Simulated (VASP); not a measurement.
The system is La.

```
CELL_PARAMETERS angstrom
3.72483 0.00000 0.00000
-1.86242 3.22580 0.00000
0.00000 0.00000 6.02926
ATOMIC_POSITIONS crystal
La 0.66667 0.33333 0.75000
La 0.33333 0.66667 0.25000
```

Base run:

* Program: VASP 6.6.1
* Functional: PBEsol
* Potentials or basis: VASP PAW PBE potentials, release 64 (La)
* Cutoff: 520 eV
* k mesh: 8 × 8 × 5
* Occupations: fermi-dirac, width 0.05 eV
* Spin: no spin polarisation

Its results: band gap on the k mesh zero (bands 11 and 12 overlap by 1.34 eV); pressure -0.9 GPa.

Q: The run is repeated on the same cell with these changes: functional from PBEsol to LDA; potentials or basis from VASP PAW PBE potentials, release 64 (La) to VASP PAW LDA potentials, release 64 (La). What comes out?

A: Band gap on the k mesh zero (bands 11 and 12 overlap by 1.24 eV); pressure -2.4 GPa.

Caveats: spin-orbit coupling is left out, which moves the levels of the heavy elements; the PAW data sets were made with another functional, which shifts forces and pressure a little (at least some runs).
